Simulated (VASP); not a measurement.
A run of VASP 6.6.1:

The input POSCAR:

```
SrTiO3
1.0
    3.9072701557      0.0000000000      0.0000000000
    0.0000000000      3.9072701557      0.0000000000
    0.0000000000      0.0000000000      3.9072701557
Sr Ti O
1 1 3
Direct
    0.0000000000      0.0000000000      0.0000000000
    0.5000000000      0.5000000000      0.5000000000
    0.5000000000      0.0000000000      0.5000000000
    0.5000000000      0.5000000000      0.0000000000
    0.0000000000      0.5000000000      0.5000000000
```

The input INCAR.step1:

```
SYSTEM = SrTiO3
PREC = Accurate ; ENCUT = 520
ISMEAR = 0 ; SIGMA = 0.02
LREAL = .FALSE. ; LASPH = .TRUE.
NELM = 60 ; NBANDS = 28
GGA = PE ; ALGO = Normal
EDIFF = 1E-4 ; LWAVE = .TRUE.
LCHARG = .FALSE.
```

INCAR.step2

```
SYSTEM = SrTiO3
PREC = Accurate ; ENCUT = 520
EDIFF = 1E-6 ; ISMEAR = 0
SIGMA = 0.02 ; LREAL = .FALSE.
LASPH = .TRUE. ; NELM = 60
ALGO = Normal ; ISIF = 2
LWAVE = .FALSE. ; LCHARG = .FALSE.
METAGGA = R2SCAN ; LMIXTAU = .TRUE.
NBANDS = 28 ; ISTART = 1
```

File KPOINTS:

```
Automatic mesh
0
G
  8 8 8
  0 0 0
```

Potentials or basis: VASP PAW PBE potentials, release 64 (Sr_sv, Ti_sv, O).

Run with:

```sh
$ cat potpaw_PBE.64/Sr_sv/POTCAR potpaw_PBE.64/Ti_sv/POTCAR potpaw_PBE.64/O/POTCAR > POTCAR
$ cp INCAR.step1 INCAR
$ mpirun -np 1 vasp_std > vasp.out
$ cp INCAR.step2 INCAR
$ mpirun -np 1 vasp_std > vasp.out
```

Hardware: 1 thread of Intel(R) Xeon(R) Platinum 8488C (Sapphire Rapids), on a shared host.

Q: How long does it take, and how much memory?

A: Wall time 3.4 min on 1 thread of Intel(R) Xeon(R) Platinum 8488C (Sapphire Rapids) (shared host), peak memory 0.21 GiB. Counts: k points 35.
